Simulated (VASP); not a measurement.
**Al2Cu: single point with PBE**

Al2Cu:

```xyz
6
Lattice="-3.0867 3.0867 2.3925 3.0867 -3.0867 2.3925 3.0867 3.0867 -2.3925" Properties=species:S:1:pos:R:3 pbc="T T T"
Al    4.0665    0.9798    0.0000
Al    2.1069    0.9798    2.3925
Al   -0.9798    2.1069    2.3924
Al    0.9798    2.1069    0.0000
Cu    0.0000    0.0000    3.5887
Cu    0.0000    0.0000    1.1962
```

| Quantity | Value |
| --- | --- |
| Program | VASP 6.6.1 |
| Task | single point |
| Functional | PBE |
| Potentials or basis | VASP PAW PBE potentials, release 64 (Al, Cu) |
| Cutoff | 520 eV |
| k mesh | 10 × 10 × 10 |
| Occupations | gaussian, width 0.15 eV |
| Spin | no spin polarisation |

```yaml
Pressure: -1.6 GPa
Largest_force: 0.096 eV/Å
Band_gap_on_the_k_mesh: zero (bands 17 and 18 overlap by 4.63 eV)
```

Forces on the atoms (eV/Å):
```
Al  -0.068 -0.068  0.000
Al   0.068 -0.068  0.000
Al   0.068  0.068  0.000
Al  -0.068  0.068  0.000
Cu   0.000  0.000  0.000
Cu   0.000  0.000  0.000
```

Stress tensor (GPa, compression positive):
```
-3.43  0.00  0.00
 0.00 -3.43  0.00
 0.00  0.00  1.91
```

Levels at points of the mesh, in eV from the Fermi level:
| k point | band 14 | band 15 | band 16 | band 17 | band 18 | band 19 | band 20 | band 21 |
| --- | --- | --- | --- | --- | --- | --- | --- | --- |
| (0.00, 0.00, 0.00) | -2.18 | -1.11 | -1.10 | -1.10 | -0.99 | -0.26 | 0.07 | 1.52 |
| (0.50, 0.00, 0.00) | -3.11 | -2.64 | -2.64 | 0.05 | 0.05 | 3.67 | 3.67 | 4.00 |
| (0.50, 0.50, 0.00) | -2.53 | -1.65 | -1.49 | -0.90 | -0.53 | 0.45 | 0.87 | 4.49 |
| (0.50, 0.50, 0.50) | -3.12 | -3.12 | -1.72 | 2.66 | 2.95 | 2.95 | 3.12 | 4.02 |

Wall time 9 min on 1 thread of Intel(R) Xeon(R) Platinum 8488C (Sapphire Rapids), on a shared host, peak memory 0.38 GiB.

Caveat: the stress differs along the axes, from -3 to 2 GPa.
